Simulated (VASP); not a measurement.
Here is a VASP 6.6.1 calculation.

The input INCAR:

```
SYSTEM = TiC
ALGO = Normal ; EDIFF = 1E-6
ENCUT = 520 ; GGA = PS
ISIF = 2 ; ISMEAR = 0
LASPH = .TRUE. ; LCHARG = .TRUE.
LELF = .TRUE. ; LREAL = .FALSE.
LVHAR = .TRUE. ; LWAVE = .FALSE.
NBANDS = 15 ; NELM = 80
PREC = Accurate ; SIGMA = 0.15
```

KPOINTS

```
k-points
0
G
  24 24 24
  0 0 0
```

The input POSCAR:

```
TiC
1.0
    0.0000000000      2.1466854677      2.1466854677
    2.1466854677      0.0000000000      2.1466854677
    2.1466854677      2.1466854677      0.0000000000
Ti C
1 1
Direct
    0.0000000000      0.0000000000      0.0000000000
    0.3835413926      0.3835413926      0.6164586074
```

Potentials or basis: VASP PAW PBE potentials, release 64 (Ti_sv, C).

Command:

```bash
$ cat potpaw_PBE.64/Ti_sv/POTCAR potpaw_PBE.64/C/POTCAR > POTCAR
$ mpirun -np 1 vasp_std > vasp.out
```

Q: Estimate the pressure.

A: 37.8 GPa.

Q: Estimate the largest force.

A: 9.552 eV/Å.

Q: What does it give for the band gap on the k mesh?

A: Zero (band 8 reaches 9.55 eV, above the bottom of band 9 at 8.68 eV).

Forces on the atoms (eV/Å):
```
Ti   0.000  0.000 -9.552
C    0.000  0.000  9.552
```

Caveat: the cell differs from its parent crystal (all C atoms moved -0.500 Å, as atom 2 along Cartesian [0 0 1]); the PAW data sets were made with another functional, which shifts forces and pressure a little.
